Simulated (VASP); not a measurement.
Write the native input for VASP 6.6.1 that does the following.

```yaml
Task: single point
Functional: HSE06
Potentials_or_basis: VASP PAW PBE potentials, release 64 (Li_sv, Cl)
Cutoff: 520 eV
k_mesh: 6 × 6 × 6
Occupations: gaussian, width 0.01 eV
Spin: no spin polarisation
Dipole_correction: no
Grid_for_exact_exchange_PRECFOCK: Normal
Further_INCAR_settings: ALGO = Normal; EDIFF = 1e-07; NBANDS = 12
Share_of_exact_exchange: 0.25
Screening_parameter: 0.2079 1/Å
```

The system is LiCl.

```
Li Cl
1.0
     3.32870    0.00000    0.00000
     0.00000    3.32870    0.00000
     0.00000    0.00000    3.32870
Li Cl
1 1
Direct
  0.00000 0.00000 0.00000
  0.50000 0.50000 0.50000
```

This cell differs from its parent crystal: strain +1.8%.

These files were run (other wordings do the same):

POSCAR

```
LiCl
1.0
    3.3286953527      0.0000000000      0.0000000000
    0.0000000000      3.3286953527      0.0000000000
    0.0000000000      0.0000000000      3.3286953527
Li Cl
1 1
Direct
    0.0000000000      0.0000000000      0.0000000000
    0.5000000000      0.5000000000      0.5000000000
```

INCAR.step1

```
ALGO     = Normal         # electronic algorithm
EDIFF    = 1E-5           # SCF threshold, eV
ENCUT    = 520            # plane-wave cutoff, eV
GGA      = PE             # functional
ISIF     = 2              # what is computed and relaxed
ISMEAR   = 0              # smearing method
LASPH    = True           # aspherical terms in the spheres
LCHARG   = False          # write CHGCAR
LREAL    = False          # projectors in reciprocal space
LWAVE    = True           # write WAVECAR
NBANDS   = 12             # bands
NELM     = 100            # most SCF steps
PREC     = Accurate       # precision mode
SIGMA    = 0.01           # smearing width, eV
```

INCAR.step2

```
ALGO     = Normal         # electronic algorithm
EDIFF    = 1E-7           # SCF threshold, eV
ENCUT    = 520            # plane-wave cutoff, eV
GGA      = PE             # functional
HFSCREEN = 0.2079         # screening, 1/A
ISIF     = 2              # what is computed and relaxed
ISMEAR   = 0              # smearing method
ISTART   = 1            
LASPH    = True           # aspherical terms in the spheres
LCHARG   = False          # write CHGCAR
LHFCALC  = True           # exact exchange
LREAL    = False          # projectors in reciprocal space
LWAVE    = False          # write WAVECAR
NBANDS   = 12             # bands
NELM     = 100            # most SCF steps
PREC     = Accurate       # precision mode
PRECFOCK = Normal       
SIGMA    = 0.01           # smearing width, eV
```

KPOINTS

```
k-points
0
Gamma
  6 6 6
```

Potentials or basis: VASP PAW PBE potentials, release 64 (Li_sv, Cl).

The run is started by

```console
$ cat potpaw_PBE.64/Li_sv/POTCAR potpaw_PBE.64/Cl/POTCAR > POTCAR
$ cp INCAR.step1 INCAR
$ mpirun -np 1 vasp_std > vasp.out
$ cp INCAR.step2 INCAR
$ mpirun -np 1 vasp_std > vasp.out
```

Results of the run:

The band gap on the k mesh is 5.48 eV (least direct gap 6.29 eV).

Caveat: the cell differs from its parent crystal (strain +1.8%); the structure was generated, so it needn't be the stable form of LiCl.

It took 19 min on 1 thread of Intel Xeon 8259CL, with other jobs on the host, peak memory 0.27 GiB.
